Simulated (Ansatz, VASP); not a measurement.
**Na in VASP and in Ansatz**

```xyz
1
Lattice="-1.9301 1.9301 1.9301 1.9301 -1.9301 1.9301 1.9301 1.9301 -1.9301" Properties=species:S:1:pos:R:3 pbc="T T T"
Na    0.0000    0.0000    0.0000
```

Alike in both runs: task single point; functional PBE; k mesh 4 × 4 × 4; occupations gaussian, width 0.1 eV; no spin polarisation.

```csv
,VASP,Ansatz
version,VASP 6.6.1,Ansatz 0.2.0
potentials or method,"VASP PAW PBE potentials, release 64 (Na_pv), cutoff 500 eV","scalar-relativistic, plane waves, PAW"
valence electrons in the cell,7,9
```

|  | VASP | Ansatz | Ansatz less VASP |
| --- | --- | --- | --- |
| gap on the k mesh at the Fermi level (eV) | none | none | - |
| pressure (GPa) | 3.5 | 3.6 | +0.07 |

A gap of «none» marks a metal or a gap that the smearing closes. VASP's potentials hold 7 valence electrons a cell and Ansatz's 9, so a difference there can come from the potentials and not from the codes.

The k mesh is coarse, so the values compare programs but aren't converged.
